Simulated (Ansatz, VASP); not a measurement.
## Bi2Au3S3 in VASP and in Ansatz

```
S Au Bi
1.0
     5.71662    0.00000    0.00000
    -2.85831    4.95074    0.00000
    -2.85831    1.65025    6.61620
S Au Bi
3 3 2
Direct
  0.50000 0.50000 0.50000
  0.08070 0.91930 0.24210
  0.91930 0.08070 0.75790
  0.50000 0.00000 0.00000
  0.00000 0.50000 0.00000
  0.50000 0.50000 0.00000
  0.24230 0.75770 0.72690
  0.75770 0.24230 0.27310
```

Alike in both runs: task single point; functional r2SCAN; k mesh 4 × 4 × 4; no spin polarisation.

```csv
,VASP,Ansatz
version,VASP 6.6.1,Ansatz 0.2.0
potentials or method,"VASP PAW PBE potentials, release 64 (S, Au, Bi_d), cutoff 520 eV",PAW plane waves
occupations,"fermi-dirac, width 0.1 eV",fermi-dirac
valence electrons in the cell,81,105
```

|  | VASP | Ansatz | Ansatz less VASP |
| --- | --- | --- | --- |
| gap on the k mesh at the Fermi level (eV) | none | none | - |
| pressure (GPa) | 14.0 | 13.6 | -0.35 |
| rms of the force components (eV/Å) | 3.042 | 2.989 | -0.0533 |

VASP's potentials were made for PBE, not for r2SCAN. A gap of «none» marks a metal or a gap that the smearing closes. VASP's potentials hold 81 valence electrons a cell and Ansatz's 105, so a difference there can come from the potentials and not from the codes. Ansatz's warnings: structure snapped to symmetry.

Neither program's run includes spin-orbit coupling.
